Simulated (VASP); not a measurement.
Here is a VASP 6.6.1 calculation.

File POSCAR:

```
Al
1.0
    0.0000000000      2.0151080974      2.0151080974
    2.0151080974      0.0000000000      2.0151080974
    2.0151080974      2.0151080974      0.0000000000
Al
1
Direct
    0.0000000000      0.0000000000      0.0000000000
```

INCAR.step1

```
SYSTEM = Al
  ALGO = Normal
  EDIFF = 1E-5
  ENCUT = 520
  GGA = PE
  ISIF = 2
  ISMEAR = 0
  LASPH = .TRUE.
  LREAL = .FALSE.
  LWAVE = .TRUE.
  NBANDS = 8
  NELM = 100
  PREC = Accurate
  SIGMA = 0.05
```

The input INCAR.step2:

```
SYSTEM = Al
  ALGO = Normal
  EDIFF = 1E-6
  ENCUT = 520
  GGA = PE
  HFSCREEN = 0.2079
  ISIF = 2
  ISMEAR = 0
  ISTART = 1
  LASPH = .TRUE.
  LCHARG = .TRUE.
  LELF = .TRUE.
  LHFCALC = .TRUE.
  LREAL = .FALSE.
  LVHAR = .TRUE.
  LWAVE = .FALSE.
  NBANDS = 8
  NELM = 100
  PREC = Accurate
  PRECFOCK = Normal
  SIGMA = 0.05
```

Contents of KPOINTS:

```
k-points
0
G
  10 10 10
  0 0 0
```

Potentials or basis: VASP PAW PBE potentials, release 64 (Al).

The run is started by

```bash
$ cat potpaw_PBE.64/Al/POTCAR > POTCAR
$ cp INCAR.step1 INCAR
$ mpirun -np 1 vasp_std > vasp.out
$ cp INCAR.step2 INCAR
$ mpirun -np 1 vasp_std > vasp.out
```

Q: Estimate the pressure.

A: -0.7 GPa.

Caveat: the PAW data sets were made with another functional, which shifts forces and pressure a little.
